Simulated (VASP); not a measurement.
# Ga in VASP: further runs, part 2 of 2

VASP 6.6.1. Earlier steps stand in the parts before.

**3. Single point, PBE (equal xy, yz and zx shear strains of -3 %)**

The input, INCAR:

```
SYSTEM = Ga
PREC = Accurate
ENCUT = 520
EDIFF = 1E-6
ISMEAR = -1
SIGMA = 0.05
LREAL = .False.
LASPH = .True.
NELM = 60
ALGO = Normal
ISIF = 2
LWAVE = .False.
LCHARG = .False.
GGA = PE
NBANDS = 12
```

The input, KPOINTS:

```
regular mesh
0
Gamma
  14 14 16
  0 0 0
```

The input, POSCAR:

```
Ga
1.0
   -1.4584950000      1.3916250000      2.2290000000
    1.3916250000     -1.4584950000      2.2290000000
    1.4163750000      1.4163750000     -2.2711200000
Ga
1
Direct
    0.0000000000      0.0000000000      0.0000000000
```

Potentials or basis: VASP PAW PBE potentials, release 64 (Ga_d).

Started as:

```
$ cat potpaw_PBE.64/Ga_d/POTCAR > POTCAR
$ mpirun -np 1 vasp_std > vasp.out
```

It took 38 s on 1 thread of Intel Xeon 6975P-C (Granite Rapids), shared host; peak memory 0.28 GiB.

The run converged. Its results:

```yaml
Free_energy: -2.8707 eV
Pressure: 4.5 GPa
Band_gap_on_the_k_mesh: zero (an odd number of electrons rules out a gap without spin polarisation)
```

Stress tensor (GPa, compression positive):
```
4.83 0.18 0.17
0.18 4.83 0.17
0.17 0.17 3.78
```

Levels at points of the mesh, in eV from the Fermi level:
```tsv
k point	band 3	band 4	band 5	band 6	band 7	band 8	band 9	band 10
(0.00, 0.00, 0.00)	-14.95	-14.93	-14.80	-11.64	12.41	12.93	13.62	16.03
(0.50, 0.00, 0.00)	-14.94	-14.76	-14.71	-4.72	-4.22	8.24	11.69	12.31
(0.50, 0.50, 0.00)	-14.77	-14.76	-14.65	-2.51	-1.70	4.02	5.76	7.81
(0.00, 0.00, 0.50)	-14.78	-14.74	-14.65	-2.06	-1.00	3.91	4.71	7.90
(0.50, 0.00, 0.50)	-14.95	-14.77	-14.73	-5.26	-4.42	9.25	11.96	13.38
(0.50, 0.50, 0.50)	-14.74	-14.74	-14.71	-3.85	-3.71	6.46	6.66	9.79
```

Caveat: the cell differs from its parent crystal (equal xy, yz and zx shear strains of -3 %); the cell stands under pressure.

**4. Single point, PBE (equal xy, yz and zx shear strains of -1 %)**

The input, INCAR:

```
PREC = Accurate ; ENCUT = 520
EDIFF = 1E-6 ; ISMEAR = -1
SIGMA = 0.05 ; LREAL = F
LASPH = T ; NELM = 100
ALGO = Normal ; ISIF = 2
LWAVE = F ; LCHARG = F
GGA = PE ; NBANDS = 12
```

The input, KPOINTS:

```
regular mesh
0
Gamma
  14 14 16
```

The input, POSCAR:

```
Ga
1.0
   -1.4221650000      1.3998750000      2.2290000000
    1.3998750000     -1.4221650000      2.2290000000
    1.4081250000      1.4081250000     -2.2430400000
Ga
1
Direct
    0.0000000000      0.0000000000      0.0000000000
```

Potentials or basis: VASP PAW PBE potentials, release 64 (Ga_d).

Started as:

```
$ cat potpaw_PBE.64/Ga_d/POTCAR > POTCAR
$ mpirun -np 1 vasp_std > vasp.out
```

OUTCAR:

```text
PREC = Accurate
   ENCUT = 520
   EDIFF = 1E-6
   ISMEAR = -1
   LREAL = F
   LASPH = T
   NELM = 100
   ISIF = 2
   GGA = PE

 ion  position               nearest neighbor table
   1  0.000  0.000  0.000-

  Warning from LATTYP: Got some problem with cell dimensions!
  Tried to take original basis but could not verify dimensions!
  LATTYP: Found a base centered monoclinic cell.
 ALAT       =     3.9513559001
 B/A-ratio  =     1.0100247465
 C/A-ratio  =     0.7484908925
 COS(beta)  =    -0.6573258807

[... 543 lines left out ...]
     12      24.6446      0.00000

 [... further k-points ...]

------------------------ aborting loop because EDIFF is reached ----------------------------------------

  FORCE on cell =-STRESS in cart. coord.  units (eV):
  Direction    XX          YY          ZZ          XY          YZ          ZX
  --------------------------------------------------------------------------------------
  -------------------------------------------------------------------------------------
  Total        0.5091346      0.5091346      0.4289348      0.0018137      0.0029871      0.0029871
  in kB       46.4164179     46.4164179     39.1048192      0.1653539      0.2723248      0.2723219
  external PRESSURE =      43.9792184 kB  Pullay stress =       0.0000000 kB

 VOLUME and BASIS-vectors are now :
 -----------------------------------------------------------------------------
  energy-cutoff  :      520.00
  volume of cell :       17.57
      direct lattice vectors                 reciprocal lattice vectors
    -1.422165000  1.399875000  2.229000000     0.002916936  0.357270525  0.226116774
     1.399875000 -1.422165000  2.229000000     0.357270525  0.002916936  0.226116774
     1.408125000  1.408125000 -2.243040000     0.357932917  0.357932917  0.003579329

 POSITION                                       TOTAL-FORCE (eV/Angst)
 -----------------------------------------------------------------------------------
      0.00000      0.00000      0.00000         0.000000      0.000000      0.000000
 -----------------------------------------------------------------------------------
    total drift:                                0.000000      0.000000      0.000000

  FREE ENERGIE OF THE ION-ELECTRON SYSTEM (eV)
  ---------------------------------------------------
  free  energy   TOTEN  =        -2.8721898419 eV

  energy  without entropy=       -2.8696668880  energy(sigma->0) =       -2.87092836
```

OSZICAR:

```text
N       E                     dE             d eps       ncg     rms          rms(c)
DAV:   1     0.437890835497E+02    0.43789E+02   -0.66588E+03 22180   0.192E+03
DAV:   2    -0.812213693941E+00   -0.44601E+02   -0.42832E+02 21492   0.265E+02
DAV:   3    -0.288666344394E+01   -0.20744E+01   -0.20688E+01 23396   0.454E+01
DAV:   4    -0.290296810351E+01   -0.16305E-01   -0.16303E-01 23388   0.428E+00
DAV:   5    -0.290313448587E+01   -0.16638E-03   -0.16638E-03 24104   0.419E-01    0.919E-01
DAV:   6    -0.287859934309E+01    0.24535E-01   -0.38266E-02 25488   0.410E+00    0.463E-01
DAV:   7    -0.287283763470E+01    0.57617E-02   -0.73213E-03 29316   0.151E+00    0.124E-01
DAV:   8    -0.287218572202E+01    0.65191E-03   -0.68699E-04 24256   0.485E-01    0.896E-03
DAV:   9    -0.287218933561E+01   -0.36136E-05   -0.70659E-06 27152   0.391E-02    0.333E-03
DAV:  10    -0.287218984187E+01   -0.50626E-06   -0.22086E-07 16184   0.755E-03
   1 F= -.28721898E+01 E0= -.28709284E+01  d E =-.252295E-02
```

It took 40 s on 1 thread of Intel Xeon 6975P-C (Granite Rapids), shared host; peak memory 0.28 GiB.

What came out:

| Item | Value |
| --- | --- |
| Free energy | -2.8722 eV |
| Pressure | 4.4 GPa |
| Band gap on the k mesh | zero (an odd number of electrons rules out a gap without spin polarisation) |

Caveat: the cell differs from its parent crystal (equal xy, yz and zx shear strains of -1 %); the cell stands under pressure.

**5. Single point, PBE**

The input, INCAR:

```
ALGO = Normal
EDIFF = 1E-6
ENCUT = 520
GGA = PE
ISIF = 2
ISMEAR = -1
ISYM = 0
LASPH = True
LCHARG = False
LREAL = False
LWAVE = False
NBANDS = 12
NELM = 80
PREC = Accurate
SIGMA = 0.05
```

The input, KPOINTS:

```
k-points
0
Gamma
  14 14 16
```

The input, POSCAR:

```
Ga
1.0
   -1.4040000000      1.4040000000      2.2290000000
    1.4040000000     -1.4040000000      2.2290000000
    1.4040000000      1.4040000000     -2.2290000000
Ga
1
Direct
    0.0000000000      0.0000000000      0.0000000000
```

Started as:

```
$ cat potpaw_PBE.64/Ga_d/POTCAR > POTCAR
$ mpirun -np 1 vasp_std > vasp.out
```

It took 2.2 min on 1 thread of Intel Xeon Platinum 8259CL at 2.50GHz (Skylake/Cascade Lake), shared host; peak memory 0.41 GiB.

Results (log left out):

```
Free energy            : -2.8723 eV
Pressure               : 4.4 GPa
Band gap on the k mesh : zero (an odd number of electrons rules out a gap without spin polarisation)
```

Stress tensor (GPa, compression positive):
```
 4.58 -0.06  0.10
-0.06  4.58  0.10
 0.10  0.10  3.94
```

Levels at points of the mesh, in eV from the Fermi level:
```tsv
k point	band 2	band 3	band 4	band 5	band 6	band 7	band 8	band 9	band 10	band 11
(0.00, 0.00, 0.00)	-14.96	-14.96	-14.94	-14.80	-11.63	13.00	13.00	13.05	16.39	16.44
(0.50, 0.00, 0.00)	-15.06	-14.95	-14.76	-14.72	-4.99	-4.32	8.74	11.91	12.83	15.62
(0.00, 0.50, 0.00)	-15.06	-14.95	-14.76	-14.72	-4.99	-4.32	8.74	11.91	12.83	15.62
(0.50, 0.50, 0.00)	-15.15	-14.76	-14.76	-14.65	-2.29	-1.35	4.13	5.04	8.20	8.21
(0.00, 0.00, 0.50)	-15.15	-14.76	-14.76	-14.65	-2.29	-1.35	4.13	5.04	8.20	8.21
(0.50, 0.00, 0.50)	-15.06	-14.95	-14.76	-14.72	-4.99	-4.32	8.74	11.91	12.83	15.62
(0.00, 0.50, 0.50)	-15.06	-14.95	-14.76	-14.72	-4.99	-4.32	8.74	11.91	12.83	15.62
(0.50, 0.50, 0.50)	-15.15	-14.73	-14.72	-14.72	-3.86	-3.71	6.54	6.54	9.77	10.61
```

Caveat: the cell stands under pressure.

**6. Summary**

| cell | gap on the mesh (eV) | pressure (GPa) |
| --- | --- | --- |
| a = 2.966, b = 2.966, c = 2.942 Å, angles 123.2, 123.2, 82.5°, 1 atom | none | 4.4 |
| a = 3.005, b = 3.005, c = 3.028 Å, angles 124.5, 124.5, 84.2°, 1 atom | none | 4.5 |
| a = 2.992, b = 2.992, c = 2.999 Å, angles 124.1, 124.1, 83.7°, 1 atom | none | 4.4 |
| a = 2.985 Å, angles 123.9, 123.9, 83.4°, 1 atom | none | 4.4 |

Alike in all rows: task single point; level PBE; potentials or basis VASP PAW PBE potentials, release 64 (Ga_d); no spin polarisation; k mesh 14 × 14 × 16; cutoff (eV) 520; smearing fermi-dirac 0.05 eV.

Caveats: the cell stands under pressure.

Absolute energies hang on the potentials; compare differences alone.
